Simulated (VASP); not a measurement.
TiAl, 4 atoms in the cell. The cell holds a slab with vacuum, 4 atoms: a = 2.867 Å, b = 2.867 Å, c = 23.017 Å, α = 90.00°, β = 90.00°, γ = 120.00°. 

| Quantity | Value |
| --- | --- |
| Program | VASP 6.6.1 |
| Task | relaxation of the atoms |
| Functional | PBEsol |
| Potentials or basis | VASP PAW PBE potentials, release 64 (Ti_sv, Al) |
| Cutoff | 520 eV |
| k mesh | 7 × 7 × 1 |
| Occupations | gaussian, width 0.02 eV |
| Spin | no spin polarisation |
| Dipole correction | yes |
| Atoms held fixed (from 0) | [0, 2] |
| Further INCAR settings | ALGO = Normal; EDIFF = 1e-06; IBRION = 2; EDIFFG = -0.03; NSW = 50 |

Potentials or basis: VASP PAW PBE potentials, release 64 (Ti_sv, Al).

Launch:

```sh
$ cat potpaw_PBE.64/Ti_sv/POTCAR potpaw_PBE.64/Al/POTCAR > POTCAR
$ mpirun -np 1 vasp_std > vasp.out
```

Hardware: 1 thread of Intel(R) Xeon(R) Platinum 8375C CPU @ 2.90GHz (Ice Lake), with other jobs on the host.

Estimate the wall time of this run.

Run time: 3.2 min on 1 thread of Intel(R) Xeon(R) Platinum 8375C CPU @ 2.90GHz (Ice Lake) (shared host), peak memory 0.31 GiB. Counts: scf iterations 89, k points 8, ion steps 7.
